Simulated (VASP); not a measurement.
# SrCl2 (P1) in VASP: further runs, part 2 of 2

VASP 6.6.1. The steps go on from the part before.

## 4. Single point, PBE

Contents of INCAR:

```
PREC = Accurate ; ENCUT = 520
EDIFF = 1E-6 ; ISMEAR = -1
SIGMA = 0.19 ; LREAL = F
LASPH = T ; NELM = 60
ALGO = Normal ; ISIF = 2
LWAVE = F ; LCHARG = T
GGA = PE ; LELF = T
LVHAR = T ; NBANDS = 60
```

Contents of KPOINTS:

```
regular mesh
0
Gamma
  3 3 2
```

Contents of POSCAR:

```
SrCl2
1.0
    8.8144978110      0.0000000000      0.0000000000
   -4.4072489055      7.6335790260      0.0000000000
    0.0000000000      0.0000000000      5.5960650195
Sr Cl
4 8
Direct
   -0.0315987815     -0.0041770708      0.0047780002
   -0.0185863064      0.4852104088     -0.1287075825
    0.4910410704      0.0051357299      0.0188795162
    0.5218224615      0.5082499293      0.0890003955
    0.1486181400      0.3679021322      0.1911341266
    0.3767308118      0.2026488486      0.7849542464
    0.1603167080      0.8370478616      0.2679836626
    0.3738047306      0.6632979082      0.7599632930
    0.6650611201      0.3009627584      0.2758325707
    0.8486764246      0.1634896286      0.6966872233
    0.7208911977      0.8253114271      0.3317481111
    0.7981469961      0.6531337375      0.7313660556
```

Potentials or basis: VASP PAW PBE potentials, release 64 (Sr_sv, Cl).

Launch:

```console
$ cat potpaw_PBE.64/Sr_sv/POTCAR potpaw_PBE.64/Cl/POTCAR > POTCAR
$ mpirun -np 1 vasp_std > vasp.out
```

OUTCAR:

```text
PREC = Accurate
   ENCUT = 520
   EDIFF = 1E-6
   ISMEAR = -1
   LREAL = F
   LASPH = T
   NELM = 60
   ISIF = 2
   GGA = PE

 ion  position               nearest neighbor table
   1  0.968  0.996  0.005-  11 2.66  10 2.80   5 3.03  12 3.03   7 3.06   6 3.35   4 4.16   3 4.25
                             2 4.32   3 4.57   2 4.62   4 4.73
   2  0.981  0.485  0.871-  10 2.65  12 2.79   5 2.82   8 3.06   9 3.32   7 3.48   1 4.32   4 4.33
                             3 4.36   3 4.61   1 4.62   4 4.82
   3  0.491  0.005  0.019-   9 2.69   6 2.74   7 2.88   8 3.02  10 3.28  11 3.59   1 4.25   4 4.32
[... 848 lines left out ...]
 VOLUME and BASIS-vectors are now :
 -----------------------------------------------------------------------------
  energy-cutoff  :      520.00
  volume of cell :      376.54
      direct lattice vectors                 reciprocal lattice vectors
     8.814497811  0.000000000  0.000000000     0.113449458  0.065500075  0.000000000
    -4.407248906  7.633579026  0.000000000     0.000000000  0.131000150  0.000000000
     0.000000000  0.000000000  5.596065020     0.000000000  0.000000000  0.178696994

 POSITION                                       TOTAL-FORCE (eV/Angst)
 -----------------------------------------------------------------------------------
      4.14713      7.60169      0.02674         1.322843      0.412019     -0.280452
      6.51223      3.70389      4.87581         0.438824      0.996938      0.409924
      4.30565      0.03920      0.10565         0.184399     -1.002299     -0.241754
      2.35962      3.87977      0.49805        -0.465656     -0.329524     -0.071733
     -0.31144      2.80841      1.06960         0.119090     -0.475936      0.388188
      2.42757      1.54694      4.39266        -0.514179     -0.196713     -0.161607
     -2.27597      6.38967      1.49965        -0.058215     -0.076317     -0.496182
      0.37158      5.06334      4.25280        -0.282508      0.386136      0.126516
      4.53576      2.29742      1.54358         0.398212      0.758100     -0.021022
      6.76012      1.24801      3.89871        -0.394714     -0.784437      0.120510
      2.71694      6.30008      1.85648        -0.965586      0.282475     -0.561061
      4.15674      4.98575      4.09277         0.217490      0.029559      0.788674
 -----------------------------------------------------------------------------------
    total drift:                               -0.000654     -0.000325      0.000396

  FREE ENERGIE OF THE ION-ELECTRON SYSTEM (eV)
  ---------------------------------------------------
  free  energy   TOTEN  =       -48.8679482072 eV

  energy  without entropy=      -48.8679292792  energy(sigma->0) =      -48.86793874
```

OSZICAR:

```text
N       E                     dE             d eps       ncg     rms          rms(c)
DAV:   1     0.715302128723E+03    0.71530E+03   -0.43379E+04  1200   0.140E+03
DAV:   2     0.209054574861E+02   -0.69440E+03   -0.67186E+03  1560   0.302E+02
DAV:   3    -0.477126841924E+02   -0.68618E+02   -0.68305E+02  1592   0.874E+01
DAV:   4    -0.503821986238E+02   -0.26695E+01   -0.26641E+01  1896   0.184E+01
DAV:   5    -0.505300522575E+02   -0.14785E+00   -0.14783E+00  1920   0.306E+00    0.317E+01
DAV:   6    -0.488064358502E+02    0.17236E+01   -0.39229E+00  1416   0.645E+00    0.200E+01
DAV:   7    -0.488704956873E+02   -0.64060E-01   -0.32071E+00  1456   0.599E+00    0.342E+00
DAV:   8    -0.488540697756E+02    0.16426E-01   -0.59014E-01  1400   0.244E+00    0.154E+00
DAV:   9    -0.488627269710E+02   -0.86572E-02   -0.40725E-02  1752   0.627E-01    0.498E-01
DAV:  10    -0.488664350460E+02   -0.37081E-02   -0.10362E-02  1432   0.345E-01    0.122E-01
DAV:  11    -0.488674469853E+02   -0.10119E-02   -0.10841E-03  1456   0.123E-01    0.101E-01
DAV:  12    -0.488678380315E+02   -0.39105E-03   -0.31077E-04  1576   0.660E-02    0.299E-02
DAV:  13    -0.488679345217E+02   -0.96490E-04   -0.78753E-05  1440   0.348E-02    0.208E-02
DAV:  14    -0.488679473908E+02   -0.12869E-04   -0.26057E-05  1456   0.169E-02    0.114E-02
DAV:  15    -0.488679482072E+02   -0.81640E-06   -0.36946E-06  1280   0.813E-03
   1 F= -.48867948E+02 E0= -.48867939E+02  d E =-.189280E-04
```

It took 4.2 min on 1 thread of Intel Xeon Platinum 8488C (Sapphire Rapids), shared host; peak memory 0.56 GiB.

Results:

| Quantity | Value |
| --- | --- |
| Free energy | -48.8679 eV |
| Pressure | 1.5 GPa |
| Largest force | 1.414 eV/Å |
| Band gap on the k mesh | 4.66 eV |

Forces in eV/Å, atoms in the order of the input:
```
Sr   1.323  0.412 -0.280
Sr   0.439  0.997  0.410
Sr   0.184 -1.002 -0.242
Sr  -0.466 -0.330 -0.072
Cl   0.119 -0.476  0.388
Cl  -0.514 -0.197 -0.162
Cl  -0.058 -0.076 -0.496
Cl  -0.283  0.386  0.127
Cl   0.398  0.758 -0.021
Cl  -0.395 -0.784  0.121
Cl  -0.966  0.282 -0.561
Cl   0.217  0.030  0.789
```

Stress tensor (GPa, compression positive):
```
 0.94 -0.49  0.55
-0.49  2.27 -0.13
 0.55 -0.13  1.30
```

Caveat: the k points lie up to 0.56 Å⁻¹ apart; forces of over 1 eV/Å act on the atoms, so gaps and moduli don't describe the material at rest.

## 5. Summary

```csv
cell,gap on the mesh (eV),pressure (GPa),largest force (eV/Å)
"as given, atomic positions A",4.60,0.8,2.02
"as given, atomic positions B",4.34,0.9,1.82
"as given, atomic positions C",4.66,1.5,1.41
```

Alike in all rows: task single point; level PBE; potentials or basis VASP PAW PBE potentials, release 64 (Sr_sv, Cl); no spin polarisation; k mesh 3 × 3 × 2; cutoff (eV) 520; smearing fermi-dirac 0.19 eV.

Caveats: all runs use coarse meshes; forces of over 1 eV/Å act on the atoms, so gaps and moduli don't describe the material at rest.

Total energies depend on the potentials used, so only differences within one code and one set of settings carry meaning.
